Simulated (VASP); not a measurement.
BN:

```xyz
2
Lattice="2.5329 0.0000 0.0000 -1.2591 2.1978 0.0000 -0.6369 -1.0989 3.0525" Properties=species:S:1:pos:R:3 pbc="T T T"
N     0.6474   -0.3519    3.0067
B     1.2419    2.1595    0.0055
```

```yaml
Program: VASP 6.6.1
Task: relaxation of cell and atoms
Functional: vdW-DF-cx
Potentials_or_basis: VASP PAW PBE potentials, release 64 (N, B)
Cutoff: 840 eV
k_mesh: 13 × 13 × 9
Occupations: gaussian, width 0.03 eV
Spin: no spin polarisation
```

At the start: pressure -3.8 GPa; volume 8.50 Å³/atom.

Problem. How do energy, volume and symmetry change on relaxing?

Solution. Over 29 steps the energy falls by 62.1 meV/atom and the volume is 8.86 Å³/atom (+4.2 %); space group P1 (No. 1, to 0.1 Å) before, Fmm2 (No. 42, to 0.1 Å).

Step by step:
```csv
step,energy change (eV),largest force (eV/Å),pressure (GPa),volume (Å³)
1,0.0000,2.5708,-3.77,16.99
2,-0.1042,0.5356,-1.48,16.84
3,-0.1140,0.3292,1.73,16.75
4,-0.1174,0.1219,1.62,16.82
5,-0.1187,0.1223,0.23,16.96
6,-0.1204,0.2179,-0.13,17.17
7,-0.1221,0.1334,0.31,17.33
8,-0.1225,0.1595,0.69,17.46
9,-0.1234,0.0773,0.16,17.61
10,-0.1236,0.0163,-0.02,17.64
11,-0.1236,0.0065,0.01,17.65
12,-0.1236,0.0040,0.03,17.65
13,-0.1236,0.0042,0.04,17.65
14,-0.1236,0.0078,0.04,17.66
15,-0.1236,0.0122,0.00,17.67
16,-0.1236,0.0081,-0.01,17.68
17,-0.1236,0.0044,-0.02,17.70
18,-0.1236,0.0014,-0.02,17.70
19,-0.1243,0.0014,0.02,17.70
20,-0.1243,0.0036,0.01,17.70
21,-0.1243,0.0042,0.01,17.70
22,-0.1243,0.0029,0.01,17.70
23,-0.1243,0.0020,0.01,17.70
24,-0.1243,0.0100,0.01,17.71
25,-0.1243,0.0040,0.00,17.71
26,-0.1243,0.0029,0.00,17.71
27,-0.1243,0.0024,0.01,17.71
28,-0.1243,0.0011,0.02,17.71
29,-0.1243,0.0011,0.02,17.71
```

Final structure:
```
N B
1.0
     2.51229   -0.00206   -0.00168
    -1.25065    2.17875    0.00180
    -0.63294   -1.08721    3.23734
N B
1 1
Direct
  0.65727 0.32472 0.99339
  0.99088 0.99116 0.99342
```

Where two steps share one volume, the run began anew on that cell with a basis built for it.

Caveat: the PAW data sets were made with another functional, which shifts forces and pressure a little.
